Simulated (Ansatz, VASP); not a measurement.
This is a calculation of NaI for VASP 6.6.1.

The input INCAR:

```
PREC     = Accurate       # precision mode
ENCUT    = 520            # plane-wave cutoff, eV
EDIFF    = 1E-7           # SCF threshold, eV
ISMEAR   = -1             # smearing method
SIGMA    = 0.05           # smearing width, eV
LREAL    = False          # projectors in reciprocal space
LASPH    = True           # aspherical terms in the spheres
NELM     = 100            # most SCF steps
ALGO     = Normal         # electronic algorithm
ISIF     = 2              # what is computed and relaxed
LWAVE    = False          # write WAVECAR
LCHARG   = False          # write CHGCAR
NBANDS   = 14             # bands
```

Contents of KPOINTS:

```
regular mesh
0
Gamma
  6 6 6
```

File POSCAR:

```
NaI
1.0
    0.0000000000      3.1926595029      3.1926595029
    3.1926595029      0.0000000000      3.1926595029
    3.1926595029      3.1926595029      0.0000000000
I Na
1 1
Direct
    0.5000000000      0.5000000000      0.5000000000
    0.0000000000      0.0000000000      0.0000000000
```

Potentials or basis: VASP PAW LDA potentials, release 64 (I, Na_pv).

Run with:

```console
$ cat potpaw_LDA.64/I/POTCAR potpaw_LDA.64/Na_pv/POTCAR > POTCAR
$ mpirun -np 1 vasp_std > vasp.out
```

Q: Set up the same calculation for Ansatz 0.2.0. Potentials there: Ansatz PAW.

A: As run (the cutoff follows the program's own potentials):

input.yaml

```yaml
crystal:
  lattice:
    - [0.0, 3.1926595029, 3.1926595029]
    - [3.1926595029, 0.0, 3.1926595029]
    - [3.1926595029, 3.1926595029, 0.0]
  atoms:
    - { symbol: I, position: [0.5, 0.5, 0.5] }
    - { symbol: Na, position: [0.0, 0.0, 0.0] }
hamiltonian:
  xc: lda
  pseudopotentials: { kind: paw }
kpoints:
  mp_grid: { grid: [6, 6, 6] }
scf:
  occupations: { method: fermi_dirac, width: 0.05 }
output:
  forces: true
  stress: true
  eigenvalues: true
```

Potentials or basis: Ansatz PAW.

Command:

```console
$ ansatz run input.yaml --threads 1 --pin off --max-ram 3584MiB --backend cpu --events-out ev --progress --plain --runs-dir out
```

Both were run:

|  | VASP | Ansatz | Ansatz less VASP |
| --- | --- | --- | --- |
| gap on the k mesh at the Fermi level (eV) | 3.46 | 3.44 | -0.013 |
| least direct gap on the mesh (eV) | 3.46 | 3.44 | -0.013 |
| pressure (GPa) | -1.1 | -1.1 | -0.02 |

LDA's correlation is that of Perdew and Zunger in VASP and of Perdew and Wang (1992) in Ansatz. VASP's potentials hold 14 valence electrons a cell and Ansatz's 26, so a difference there can come from the potentials and not from the codes.

Neither program's run includes spin-orbit coupling.
